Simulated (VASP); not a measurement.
# CdSe (F-43m) in VASP: a series of runs

CdSe is run at these levels: PBEsol, r2SCAN; tasks: single point.

Everything below comes from runs of VASP 6.6.1. Logs are shortened: lines on timing, memory, paths and dates and some standing lists are left out, and cuts for length are marked.

**1. The cell of the first run**

The structure is cubic, space group F-43m (No. 216). Conventional cell: a = 6.136 Å, b = 6.136 Å, c = 6.136 Å, α = 90.00°, β = 90.00°, γ = 90.00°. Cd (site symmetry -43m) has 4 Se at 2.66 Å within 3.5 Å. Se (site symmetry -43m) has 4 Cd at 2.66 Å within 3.5 Å.

**2. Single point, PBEsol**

Input file INCAR:

```
SYSTEM = CdSe
PREC = Accurate
ENCUT = 520
EDIFF = 1E-7
ISMEAR = 0
SIGMA = 0.01
LREAL = .FALSE.
LASPH = .TRUE.
NELM = 60
ALGO = Normal
ISIF = 2
LWAVE = .FALSE.
LCHARG = .FALSE.
GGA = PS
NBANDS = 16
```

Input file KPOINTS:

```
Automatic mesh
0
G
  6 6 6
  0 0 0
```

Input file POSCAR:

```
CdSe
1.0
    0.0000000000      3.0677809659      3.0677809659
    3.0677809659      0.0000000000      3.0677809659
    3.0677809659      3.0677809659      0.0000000000
Cd Se
1 1
Direct
    0.0000000000      0.0000000000      0.0000000000
    0.2500000000      0.2500000000      0.2500000000
```

Potentials or basis: VASP PAW PBE potentials, release 64 (Cd, Se).

The run is started by

```console
cat potpaw_PBE.64/Cd/POTCAR potpaw_PBE.64/Se/POTCAR > POTCAR
mpirun -np 1 vasp_std > vasp.out
```

OUTCAR:

```text
SYSTEM = CdSe
   PREC = Accurate
   ENCUT = 520
   EDIFF = 1E-7
   ISMEAR = 0
   LREAL = .FALSE.
   LASPH = .TRUE.
   NELM = 60
   ISIF = 2
   GGA = PS

 ion  position               nearest neighbor table
   1  0.000  0.000  0.000-   2 2.66   2 2.66   2 2.66   2 2.66
   2  0.250  0.250  0.250-   1 2.66   1 2.66   1 2.66   1 2.66

  LATTYP: Found a face centered cubic cell.
 ALAT       =     6.1355619318

  Lattice vectors:

 A1 = (   0.0000000000,   3.0677809659,   3.0677809659)
 A2 = (   3.0677809659,   0.0000000000,   3.0677809659)
 A3 = (   3.0677809659,   3.0677809659,   0.0000000000)

Analysis of symmetry for initial positions (statically):
=====================================================================
 Subroutine PRICEL returns:
 Original cell was already a primitive cell.

 Routine SETGRP: Setting up the symmetry group for a
 face centered cubic supercell.

 Subroutine GETGRP returns: Found 24 space group operations
 (whereof 24 operations were pure point group operations)
 out of a pool of 48 trial point group operations.

The static configuration has the point symmetry T_d .

Analysis of symmetry for dynamics (positions and initial velocities):
=====================================================================
 Subroutine PRICEL returns:
 Original cell was already a primitive cell.

 Routine SETGRP: Setting up the symmetry group for a
 face centered cubic supercell.

 Subroutine GETGRP returns: Found 24 space group operations
 (whereof 24 operations were pure point group operations)
 out of a pool of 48 trial point group operations.

The dynamic configuration has the point symmetry T_d .

 Subroutine INISYM returns: Found 24 space group operations
 (whereof 24 operations are pure point group operations),
 and found     1 'primitive' translations

----------------------------------------------------------------------------------------

                                     Primitive cell

  volume of cell :      57.7435

  direct lattice vectors                    reciprocal lattice vectors
     0.000000000  3.067780966  3.067780966    -0.162984257  0.162984257  0.162984257
     3.067780966  0.000000000  3.067780966     0.162984257 -0.162984257  0.162984257
     3.067780966  3.067780966  0.000000000     0.162984257  0.162984257 -0.162984257

  length of vectors
     4.338497448  4.338497448  4.338497448     0.282297013  0.282297013  0.282297013

  position of ions in fractional coordinates (direct lattice)
     0.000000000  0.000000000  0.000000000
     0.250000000  0.250000000  0.250000000

  ion indices of the primitive-cell ions
   primitive index   ion index
                 1           1
                 2           2

----------------------------------------------------------------------------------------

 KPOINTS: Automatic mesh

Automatic generation of k-mesh.
 Grid dimensions read from file:
 generate k-points for:    6    6    6

 Generating k-lattice:

  Cartesian coordinates                     Fractional coordinates (reciprocal lattice)
    -0.027164043  0.027164043  0.027164043     0.166666667  0.000000000  0.000000000
     0.027164043 -0.027164043  0.027164043     0.000000000  0.166666667  0.000000000
     0.027164043  0.027164043 -0.027164043     0.000000000  0.000000000  0.166666667

  Length of vectors
     0.047049502  0.047049502  0.047049502

  Shift w.r.t. Gamma in fractional coordinates (k-lattice)
     0.000000000  0.000000000  0.000000000

 Subroutine IBZKPT returns following result:
 ===========================================

 Found     16 irreducible k-points:

 Following reciprocal coordinates:
            Coordinates               Weight
  0.000000  0.000000  0.000000      1.000000
  0.166667  0.000000  0.000000      8.000000
  0.333333  0.000000  0.000000      8.000000
  0.500000  0.000000  0.000000      4.000000
  0.166667  0.166667  0.000000      6.000000
  0.333333  0.166667  0.000000     24.000000
[... 8 lines left out ...]
 -0.333333  0.333333  0.166667     24.000000
 -0.333333  0.500000  0.166667     12.000000
   k-points           NKPTS =     16   k-points in BZ     NKDIM =     16   number of bands    NBANDS=     16
   number of dos      NEDOS =    301   number of ions     NIONS =      2
   total plane-waves  NPLWV =  32768
   dimension x,y,z NGX =    32 NGY =   32 NGZ =   32
   dimension x,y,z NGXF=    64 NGYF=   64 NGZF=   64
   ions per type =               1   1
   NGX,Y,Z   is equivalent  to a cutoff of  12.26, 12.26, 12.26 a.u.
   NGXF,Y,Z  is equivalent  to a cutoff of  24.52, 24.52, 24.52 a.u.
 SYSTEM =  CdSe
   PREC   = accura    normal or accurate (medium, high low for compatibility)
   ISTART =      0    job   : 0-new  1-cont  2-samecut
   ICHARG =      2    charge: 1-file 2-atom 10-const
   ISPIN  =      1    spin polarized calculation?
   LNONCOLLINEAR =      F non collinear calculations
   LSORBIT =      F    spin-orbit coupling
   LASPH  =      T    aspherical Exc in radial PAW
   ENCUT  =  520.0 eV  38.22 Ry    6.18 a.u.   8.07  8.07  8.07*2*pi/ulx,y,z
   NELM   =     60;   NELMIN=  2; NELMDL= -5     # of ELM steps
   EDIFF  = 0.1E-06   stopping-criterion for ELM
   LREAL  =      F    real-space projection
   EDIFFG = 0.1E-05   stopping-criterion for IOM
   NSW    =      0    number of steps for IOM
   IBRION =     -1    ionic relax: 0-MD 1-quasi-New 2-CG
   NFREE  =      0    steps in history (QN), initial steepest desc. (CG)
   ISIF   =      2    stress and relaxation
   ISYM   =      2    0-nonsym 1-usesym 2-fastsym
   POTIM  = 0.5000    time-step for ionic-motion
   TEBEG  =    0.0;   TEEND  =   0.0 temperature during run
   PSTRESS=    0.0 pullay stress
   NELECT =      18.0000    total number of electrons
   NUPDOWN=      -1.0000    fix difference up-down
   EMIN   =  10.00;   EMAX   =-10.00  energy-range for DOS
   EFERMI =   0.00;   METHOD = LEGACY
   ISMEAR =     0;   SIGMA  =   0.01  broadening in eV -4-tet -1-fermi 0-gaus
   EFERMI_NEDOS =   21; number of points for ismear=-14 and -15
   IALGO  =     38    algorithm
   IMIX   =      4    mixing-type and parameters
     AMIX     =   0.40;   BMIX     =  1.00
     AMIX_MAG =   1.60;   BMIX_MAG =  1.00
  volume/ion in A,a.u.               =      28.87       194.84
  Fermi-wavevector in a.u.,A,eV,Ry     =   1.110021  2.097636 16.764382  1.232147
  Thomas-Fermi vector in A             =   2.246568
   LORBIT       =      0    0 simple, 1 ext, 2 COOP (PROOUT), +10 PAW based schemes
   GGA     = PS    functional components
   LHFCALC =     F    Hartree Fock is set to
   AEXX    =    0.0000 exact exchange contribution
   IVDW    =     0    specifies the selected vdW correction
   LEPSILON=     F    determine dielectric tensor
   LRPA    =     F    only Hartree local field effects (RPA)
 non-spin polarized calculation
 Gauss-broadening in eV      SIGMA  =   0.01
  energy-cutoff  :      520.00
  volume of cell :       57.74
 maximum number of plane-waves:      1588
   NGX = 17   NGY = 17   NGZ = 17

 number of electron      18.0000008 magnetization

 Free energy of the ion-electron system (eV)
  ---------------------------------------------------
  ext. energy  EPLUGINS =         0.00000000
  ---------------------------------------------------
  free energy    TOTEN  =        -6.16939670 eV

  energy without entropy =       -6.16939670  energy(sigma->0) =       -6.16939670

 E-fermi :   0.7277     XC(G=0):  -8.9788

 val. band max:        0.6119418419   @ k =   0.0000   0.0000   0.0000
 cond. band min:       1.0408737608   @ k =   0.0000   0.0000   0.0000
 fundamental gap:      0.4289319189
 Fermi energy:         0.7276858790

 k-point     1 :       0.0000    0.0000    0.0000
  band No.  band energies     occupation
      1     -11.8668      2.00000
      2      -7.2182      2.00000
      3      -7.2182      2.00000
      4      -7.2182      2.00000
      5      -6.8650      2.00000
      6      -6.8650      2.00000
[... 8 lines left out ...]
     15      11.6137      0.00000
     16      11.6137      0.00000

 k-point     2 :       0.1667    0.0000    0.0000
  band No.  band energies     occupation
      1     -11.7788      2.00000
      2      -7.1910      2.00000
      3      -7.1910      2.00000
      4      -7.1343      2.00000
      5      -6.8658      2.00000
      6      -6.8658      2.00000
[... 8 lines left out ...]
     15      10.6264      0.00000
     16      10.8937      0.00000

 k-point     3 :       0.3333    0.0000    0.0000
  band No.  band energies     occupation
      1     -11.5999      2.00000
      2      -7.1458      2.00000
      3      -7.1458      2.00000
      4      -6.8557      2.00000
      5      -6.8557      2.00000
      6      -6.8501      2.00000
[... 8 lines left out ...]
     15      11.0418      0.00000
     16      11.0418      0.00000

 k-point     4 :       0.5000    0.0000    0.0000
  band No.  band energies     occupation
      1     -11.5094      2.00000
      2      -7.1295      2.00000
      3      -7.1295      2.00000
      4      -6.8430      2.00000
      5      -6.8430      2.00000
      6      -6.5909      2.00000
[... 8 lines left out ...]
     15      12.5974      0.00000
     16      12.5974      0.00000
[... 172 lines left out ...]
 k-point    14 :       0.5000    0.3333    0.1667
  band No.  band energies     occupation
      1     -11.4841      2.00000
      2      -7.0806      2.00000
      3      -7.0724      2.00000
      4      -6.9289      2.00000
      5      -6.8402      2.00000
      6      -6.6415      2.00000
[... 8 lines left out ...]
     15      12.5343      0.00000
     16      13.5500      0.00000

 k-point    15 :      -0.3333    0.3333    0.1667
  band No.  band energies     occupation
      1     -11.4258      2.00000
      2      -7.0741      2.00000
      3      -7.0478      2.00000
      4      -6.8952      2.00000
      5      -6.8545      2.00000
      6      -6.4646      2.00000
[... 8 lines left out ...]
     15      12.3081      0.00000
     16      13.4646      0.00000

 k-point    16 :      -0.3333    0.5000    0.1667
  band No.  band energies     occupation
      1     -11.3974      2.00000
      2      -7.0410      2.00000
      3      -7.0237      2.00000
      4      -6.9250      2.00000
      5      -6.8389      2.00000
      6      -6.4409      2.00000
[... 8 lines left out ...]
     15      13.2281      0.00000
     16      13.4169      0.00000

------------------------ aborting loop because EDIFF is reached ----------------------------------------

  FORCE on cell =-STRESS in cart. coord.  units (eV):
  Direction    XX          YY          ZZ          XY          YZ          ZX
  --------------------------------------------------------------------------------------
  -------------------------------------------------------------------------------------
  Total       -0.3552135     -0.3552135     -0.3552135     -0.0000000      0.0000000     -0.0000000
  in kB       -9.8559176     -9.8559176     -9.8559176     -0.0000000      0.0000000     -0.0000000
  external PRESSURE =      -9.8559176 kB  Pullay stress =       0.0000000 kB

 VOLUME and BASIS-vectors are now :
 -----------------------------------------------------------------------------
  energy-cutoff  :      520.00
  volume of cell :       57.74
      direct lattice vectors                 reciprocal lattice vectors
     0.000000000  3.067780966  3.067780966    -0.162984257  0.162984257  0.162984257
     3.067780966  0.000000000  3.067780966     0.162984257 -0.162984257  0.162984257
     3.067780966  3.067780966  0.000000000     0.162984257  0.162984257 -0.162984257

 POSITION                                       TOTAL-FORCE (eV/Angst)
 -----------------------------------------------------------------------------------
      0.00000      0.00000      0.00000        -0.000000      0.000000     -0.000000
      1.53389      1.53389      1.53389         0.000000     -0.000000      0.000000
 -----------------------------------------------------------------------------------
    total drift:                               -0.000000     -0.000000     -0.000000

  FREE ENERGIE OF THE ION-ELECTRON SYSTEM (eV)
  ---------------------------------------------------
  free  energy   TOTEN  =        -6.1693967021 eV

  energy  without entropy=       -6.1693967021  energy(sigma->0) =       -6.16939670
```

It took 14 s on 1 thread of Intel Xeon Platinum 8488C (Sapphire Rapids), shared host; peak memory 0.17 GiB.

Results:

* Free energy: -6.1694 eV
* Pressure: -1.0 GPa
* Band gap on the k mesh: 0.43 eV

Caveat: the structure was generated, so it needn't be the stable form of CdSe; semilocal functionals underestimate gaps, and a narrow one can read as zero; the PAW data sets were made with another functional, which shifts forces and pressure a little.

**3. Single point, r2SCAN**

POSCAR is that of step 2.

Input file INCAR.step1:

```
SYSTEM = CdSe
PREC = Accurate
ENCUT = 520
ISMEAR = 0
SIGMA = 0.01
LREAL = .FALSE.
LASPH = .TRUE.
NELM = 80
NBANDS = 16
GGA = PE
ALGO = Normal
EDIFF = 1E-4
LWAVE = .TRUE.
LCHARG = .FALSE.
```

Input file INCAR.step2:

```
SYSTEM = CdSe
PREC = Accurate
ENCUT = 520
EDIFF = 1E-6
ISMEAR = 0
SIGMA = 0.01
LREAL = .FALSE.
LASPH = .TRUE.
NELM = 80
ALGO = Normal
ISIF = 2
LWAVE = .FALSE.
LCHARG = .FALSE.
METAGGA = R2SCAN
LMIXTAU = .TRUE.
NBANDS = 16
ISTART = 1
```

KPOINTS is that of step 2.

Potentials or basis: VASP PAW PBE potentials, release 64 (Cd, Se).

The run is started by

```console
cat potpaw_PBE.64/Cd/POTCAR potpaw_PBE.64/Se/POTCAR > POTCAR
cp INCAR.step1 INCAR
mpirun -np 1 vasp_std > vasp.out
cp INCAR.step2 INCAR
mpirun -np 1 vasp_std > vasp.out
```

It took 55 s on 1 thread of Intel Xeon Platinum 8488C (Sapphire Rapids), shared host; peak memory 0.19 GiB.

Results (log left out):

- Free energy: -35.9130 eV
- Pressure: 0.2 GPa
- Band gap on the k mesh: 1.03 eV

Levels at points of the mesh, in eV from the valence-band top:
```
           k point  band 7  band 8  band 9  band 10  band 11  band 12
(0.00, 0.00, 0.00)    0.00    0.00    0.00     1.03     6.47     6.47
(0.50, 0.00, 0.00)   -4.27   -0.72   -0.72     2.82     6.92     6.92
(0.50, 0.50, 0.00)   -3.97   -1.80   -1.80     3.50     4.13     9.56
```

Caveat: the structure was generated, so it needn't be the stable form of CdSe; the PAW data sets were made with another functional, which shifts forces and pressure a little.
